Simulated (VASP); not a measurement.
SiF2:

```
Si F
1.0
     0.00000    2.60488    2.60488
     2.60488    0.00000    2.60488
     2.60488    2.60488    0.00000
Si F
1 2
Direct
  0.00000 0.00000 0.00000
  0.25000 0.25000 0.25000
  0.75000 0.75000 0.75000
```

* Program: VASP 6.6.1
* Task: relaxation of cell and atoms
* Functional: PBE
* Potentials or basis: VASP PAW PBE potentials, release 64 (Si, F)
* Cutoff: 600 eV
* k mesh: 6 × 6 × 6
* Occupations: gaussian, width 0.1 eV
* Spin: no spin polarisation

At the start: pressure 14.5 GPa; volume 11.78 Å³/atom.

Question: Where does the relaxation end?

Answer: Over 3 steps the energy falls by 65.0 meV/atom and the volume is 13.38 Å³/atom (+13.5 %); space group Fm-3m (No. 225, to 0.05 Å).

Step by step:
```csv
step,energy change (eV),largest force (eV/Å),pressure (GPa),volume (Å³)
1,0.0000,0.0000,14.51,35.35
2,-0.1893,0.0000,-1.92,41.09
3,-0.1949,0.0000,0.08,40.13
```

Final structure:
```
Si F
1.0
     0.00000    2.71728    2.71728
     2.71728    0.00000    2.71728
     2.71728    2.71728    0.00000
Si F
1 2
Direct
  0.00000 0.00000 0.00000
  0.25000 0.25000 0.25000
  0.75000 0.75000 0.75000
```
